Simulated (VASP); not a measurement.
Runs of VASP 6.6.1 on MoS2. Symmetry: R-3m, No. 166, trigonal system. Conventional cell: a = 3.171 Å, b = 3.171 Å, c = 18.345 Å, α = 90.00°, β = 90.00°, γ = 120.00°. Mo (site symmetry -3m) has 6 S at 2.39 Å and 6 Mo at 3.17 Å within 3.2 Å. Within 3.2 Å of S (site symmetry 3m) lie 3 Mo at 2.39 Å and 6 S at 3.17 Å. 

```csv
smearing,gap on the mesh (eV),pressure (GPa),largest force (eV/Å)
methfessel-paxton 0.025 eV,none,0.1,0.62
methfessel-paxton 0.05 eV,none,0.1,0.62
methfessel-paxton 0.1 eV,none,0.1,0.62
methfessel-paxton 0.25 eV,none,(a),0.60
methfessel-paxton 0.15 eV,none,0.1,0.62
```

Alike in all rows: task single point; level LDA; potentials or basis VASP PAW LDA potentials, release 64 (Mo_sv, S); no spin polarisation; cell as given; k mesh 12 × 12 × 12; cutoff (eV) 520.

Fill in the values left out.

(a) 0.2.

A k mesh can miss the band edges, and the runs leave out spin-orbit coupling on Mo.

A gap of «none» marks levels without a gap at the run's occupations.
